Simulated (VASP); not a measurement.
# C (P1) in VASP: single point with r2SCAN

Aim: the single point of C with r2SCAN.

All numbers are computed with VASP 6.6.1; they aren't measurements. Logs are shortened: lines on timing, memory, paths and dates and some standing lists are left out, and cuts for length are marked.

## Step 1: The cell of the first run

The typed cell holds 8 atoms: a = 3.567 Å, b = 3.567 Å, c = 3.567 Å, α = 90.00°, β = 90.00°, γ = 90.00°.

## Step 2: Single point, r2SCAN (atoms moved at random)

The input, POSCAR:

```
C
1.0
    3.5668000000      0.0000000000      0.0000000000
    0.0000000000     -3.5668000000      0.0000000000
    0.0000000000      0.0000000000     -3.5668000000
C
8
Direct
    0.5533186637     -0.0646208096     -0.0756495842
   -0.0024387609      0.4688062749      0.0338171051
   -0.0089520043     -0.0144789802      0.5168619383
    0.4876033791      0.5821535011      0.4782223685
    0.7844206996      0.7478956859      0.7713451820
    0.2803489041      0.2331125404      0.7584548787
    0.1374665593      0.7826287348      0.2802723160
    0.7682325594      0.2645030528      0.2366757956
```

The input, INCAR.step1:

```
  PREC = Accurate
  ENCUT = 660
  ISMEAR = 0
  SIGMA = 0.05
  LREAL = F
  LASPH = T
  NELM = 120
  NBANDS = 26
  GGA = PE
  ALGO = Normal
  EDIFF = 1E-5
  LWAVE = T
  LCHARG = F
  GGA_COMPAT = F
```

The input, INCAR.step2:

```
  PREC = Accurate
  ENCUT = 660
  EDIFF = 1E-6
  ISMEAR = 0
  SIGMA = 0.05
  LREAL = F
  LASPH = T
  NELM = 120
  ALGO = Normal
  ISIF = 2
  LWAVE = F
  LCHARG = F
  METAGGA = R2SCAN
  LMIXTAU = T
  NBANDS = 26
  ISTART = 1
  GGA_COMPAT = F
```

The input, KPOINTS:

```
regular mesh
0
Gamma
  6 6 6
```

Potentials or basis: VASP PAW PBE potentials, release 64 (C).

On the command line:

```sh
$ cat potpaw_PBE.64/C/POTCAR > POTCAR
$ cp INCAR.step1 INCAR
$ mpirun -np 1 vasp_std > vasp.out
$ cp INCAR.step2 INCAR
$ mpirun -np 1 vasp_std > vasp.out
```

OUTCAR:

```text
PREC = Accurate
   ENCUT = 660
   EDIFF = 1E-6
   ISMEAR = 0
   LREAL = F
   LASPH = T
   NELM = 120
   ISIF = 2
   METAGGA = R2SCAN
   ISTART = 1

 ion  position               nearest neighbor table
   1  0.553  0.935  0.924-   5 1.19   6 1.56   8 1.79   7 2.03   4 2.04
   2  0.998  0.469  0.034-   8 1.31   7 1.51   5 1.56   6 1.64
   3  0.991  0.986  0.517-   7 1.23   5 1.44   6 1.61   8 1.62
   4  0.488  0.582  0.478-   5 1.60   7 1.60   8 1.74   6 1.76   1 2.04
   5  0.784  0.748  0.771-   1 1.19   3 1.44   2 1.56   4 1.60
   6  0.280  0.233  0.758-   1 1.56   3 1.61   2 1.64   4 1.76
   7  0.137  0.783  0.280-   3 1.23   2 1.51   4 1.60   1 2.03
   8  0.768  0.265  0.237-   2 1.31   3 1.62   4 1.74   1 1.79

  LATTYP: Found a simple cubic cell.
 ALAT       =     3.5668000000

  Lattice vectors:

 A1 = (   3.5668000000,   0.0000000000,   0.0000000000)
 A2 = (   0.0000000000,  -3.5668000000,   0.0000000000)
 A3 = (   0.0000000000,   0.0000000000,  -3.5668000000)

Analysis of symmetry for initial positions (statically):
=====================================================================
 Subroutine PRICEL returns:
 Original cell was already a primitive cell.

 Routine SETGRP: Setting up the symmetry group for a
 simple cubic supercell.

 Subroutine GETGRP returns: Found  1 space group operations
 (whereof  1 operations were pure point group operations)
 out of a pool of 48 trial point group operations.

The static configuration has the point symmetry C_1 .

Analysis of symmetry for dynamics (positions and initial velocities):
=====================================================================
 Subroutine PRICEL returns:
 Original cell was already a primitive cell.

 Routine SETGRP: Setting up the symmetry group for a
 simple cubic supercell.

 Subroutine GETGRP returns: Found  1 space group operations
 (whereof  1 operations were pure point group operations)
 out of a pool of 48 trial point group operations.

The dynamic configuration has the point symmetry C_1 .

 Subroutine INISYM returns: Found  1 space group operations
 (whereof  1 operations are pure point group operations),
 and found     1 'primitive' translations

----------------------------------------------------------------------------------------

                                     Primitive cell

  volume of cell :      45.3771

  direct lattice vectors                    reciprocal lattice vectors
[... 106 lines left out ...]
   ISYM   =      2    0-nonsym 1-usesym 2-fastsym
   POTIM  = 0.5000    time-step for ionic-motion
   TEBEG  =    0.0;   TEEND  =   0.0 temperature during run
   PSTRESS=    0.0 pullay stress
   NELECT =      32.0000    total number of electrons
   NUPDOWN=      -1.0000    fix difference up-down
   EMIN   =  10.00;   EMAX   =-10.00  energy-range for DOS
   EFERMI =   0.00;   METHOD = LEGACY
   ISMEAR =     0;   SIGMA  =   0.05  broadening in eV -4-tet -1-fermi 0-gaus
   EFERMI_NEDOS =   21; number of points for ismear=-14 and -15
   IALGO  =     38    algorithm
   IMIX   =      4    mixing-type and parameters
     AMIX     =   0.40;   BMIX     =  1.00
     AMIX_MAG =   1.60;   BMIX_MAG =  1.00
  volume/ion in A,a.u.               =       5.67        38.28
  Fermi-wavevector in a.u.,A,eV,Ry     =   1.457178  2.753668 28.890189  2.123369
  Thomas-Fermi vector in A             =   2.574010
   LORBIT       =      0    0 simple, 1 ext, 2 COOP (PROOUT), +10 PAW based schemes
   METAGGA = R2SCAN    functional components
   LHFCALC =     F    Hartree Fock is set to
   AEXX    =    0.0000 exact exchange contribution
   IVDW    =     0    specifies the selected vdW correction
   LEPSILON=     F    determine dielectric tensor
   LRPA    =     F    only Hartree local field effects (RPA)
 non-spin polarized calculation
 Gauss-broadening in eV      SIGMA  =   0.05
  energy-cutoff  :      660.00
  volume of cell :       45.38
 maximum number of plane-waves:      1775
 NGX is ok and might be reduce to    30
   NGX = 15   NGY = 15   NGZ = 15

 number of electron      31.9999997 magnetization

 Free energy of the ion-electron system (eV)
  ---------------------------------------------------
  ext. energy  EPLUGINS =         0.00000000
  ---------------------------------------------------
  free energy    TOTEN  =       -66.50058599 eV

  energy without entropy =      -66.50058352  energy(sigma->0) =      -66.50058475

 E-fermi :  10.6567     XC(G=0): -14.2538

 val. band max:       10.5478910047   @ k =   0.0000   0.0000   0.0000
 cond. band min:      10.7647929282   @ k =   0.0000   0.0000   0.0000
 fundamental gap:      0.2169019235
 Fermi energy:        10.6566944002

 k-point     1 :       0.0000    0.0000    0.0000
  band No.  band energies     occupation
      1     -13.7985      2.00000
      2      -7.0643      2.00000
      3      -6.3135      2.00000
      4      -4.3126      2.00000
      5      -3.7298      2.00000
      6      -2.6601      2.00000
[... 685 lines left out ...]
     25      20.6536      0.00000
     26      21.6886      0.00000

 [... further k-points ...]

------------------------ aborting loop because EDIFF is reached ----------------------------------------

  FORCE on cell =-STRESS in cart. coord.  units (eV):
  Direction    XX          YY          ZZ          XY          YZ          ZX
  --------------------------------------------------------------------------------------
  -------------------------------------------------------------------------------------
  Total       18.1566906     11.7104918     17.0379518      1.5608456      6.7719269     14.7094966
  in kB      641.0781880    413.4751792    601.5776509     55.1104886    239.1038498    519.3643302
  external PRESSURE =     552.0436727 kB  Pullay stress =       0.0000000 kB

 VOLUME and BASIS-vectors are now :
 -----------------------------------------------------------------------------
  energy-cutoff  :      660.00
  volume of cell :       45.38
      direct lattice vectors                 reciprocal lattice vectors
     3.566800000  0.000000000  0.000000000     0.280363351  0.000000000  0.000000000
     0.000000000 -3.566800000  0.000000000     0.000000000 -0.280363351  0.000000000
     0.000000000  0.000000000 -3.566800000     0.000000000  0.000000000 -0.280363351

 POSITION                                       TOTAL-FORCE (eV/Angst)
 -----------------------------------------------------------------------------------
      1.97358     -3.33631     -3.29697       -14.371715    -17.694042    -13.269286
      3.55810     -1.67214     -0.12062         4.558570     -4.203267      5.167031
      3.53487     -3.51516     -1.84354        -2.980709    -12.543832     -5.308561
      1.73918     -2.07643     -1.70572        -0.392301      8.902515     -1.057367
      2.79787     -2.66759     -2.75123         4.446559     10.502035      8.877951
      0.99995     -0.83147     -2.70526        -0.144674     -0.900443      1.505911
      0.49032     -2.79148     -0.99968        16.359768     11.455915      8.773949
      2.74013     -0.94343     -0.84418        -7.475497      4.481119     -4.689627
 -----------------------------------------------------------------------------------
    total drift:                                0.000203      0.000051     -0.000133

  FREE ENERGIE OF THE ION-ELECTRON SYSTEM (eV)
  ---------------------------------------------------
  free  energy   TOTEN  =       -66.5005859858 eV

  energy  without entropy=      -66.5005835188  energy(sigma->0) =      -66.50058475
```

OUTCAR.step1:

```text
PREC = Accurate
   ENCUT = 660
   ISMEAR = 0
   LREAL = F
[... 941 lines left out ...]
      2.79787     -2.66759     -2.75123         4.772904     10.541177      8.741825
      0.99995     -0.83147     -2.70526        -0.175967     -0.898300      1.395031
      0.49032     -2.79148     -0.99968        15.869215     11.223670      8.804981
      2.74013     -0.94343     -0.84418        -7.380357      4.474554     -4.708346
 -----------------------------------------------------------------------------------
    total drift:                                0.000010     -0.000593      0.000539

  FREE ENERGIE OF THE ION-ELECTRON SYSTEM (eV)
  ---------------------------------------------------
  free  energy   TOTEN  =       -60.9293371598 eV

  energy  without entropy=      -60.9293274068  energy(sigma->0) =      -60.92933228
```

OSZICAR.step1:

```text
N       E                     dE             d eps       ncg     rms          rms(c)
DAV:   1     0.101626900533E+03    0.10163E+03   -0.19716E+04  5824   0.146E+03
DAV:   2    -0.577118511431E+02   -0.15934E+03   -0.14676E+03  7440   0.264E+02
DAV:   3    -0.646704807953E+02   -0.69586E+01   -0.68417E+01  7640   0.489E+01
DAV:   4    -0.647493224715E+02   -0.78842E-01   -0.78614E-01  7350   0.553E+00
DAV:   5    -0.647507345270E+02   -0.14121E-02   -0.14102E-02  7652   0.660E-01    0.131E+01
DAV:   6    -0.616587142875E+02    0.30920E+01   -0.28574E+00  6868   0.121E+01    0.754E+00
DAV:   7    -0.609376551490E+02    0.72106E+00   -0.19864E+00  7048   0.875E+00    0.289E+00
DAV:   8    -0.609273125407E+02    0.10343E-01   -0.10768E-01  7562   0.213E+00    0.101E+00
DAV:   9    -0.609291248265E+02   -0.18123E-02   -0.68908E-03  7090   0.559E-01    0.304E-01
DAV:  10    -0.609292811618E+02   -0.15634E-03   -0.86814E-04  7260   0.213E-01    0.653E-02
DAV:  11    -0.609293282843E+02   -0.47122E-04   -0.19907E-04  7142   0.980E-02    0.266E-02
DAV:  12    -0.609293371598E+02   -0.88755E-05   -0.20842E-05  5126   0.331E-02
   1 F= -.60929337E+02 E0= -.60929332E+02  d E =-.975302E-05
```

It took 14 min on 1 thread of Oxide Virtual Turin-like, shared host; peak memory 0.22 GiB.

What came out:

```yaml
Free_energy: -66.5006 eV
Pressure: 55.2 GPa
Largest_force: 26.376 eV/Å
```

Forces in eV/Å, atoms in the order of the input:
```
C   -14.372 -17.694 -13.269
C     4.559  -4.203   5.167
C    -2.981 -12.544  -5.309
C    -0.392   8.903  -1.057
C     4.447  10.502   8.878
C    -0.145  -0.900   1.506
C    16.360  11.456   8.774
C    -7.475   4.481  -4.690
```

Stress tensor (GPa, compression positive):
```
64.11  5.51 51.94
 5.51 41.35 23.91
51.94 23.91 60.16
```

Caveat: the cell differs from its parent crystal (atoms moved at random); the stress differs along the axes, from 41 to 64 GPa; the PAW data sets were made with another functional, which shifts forces and pressure a little.
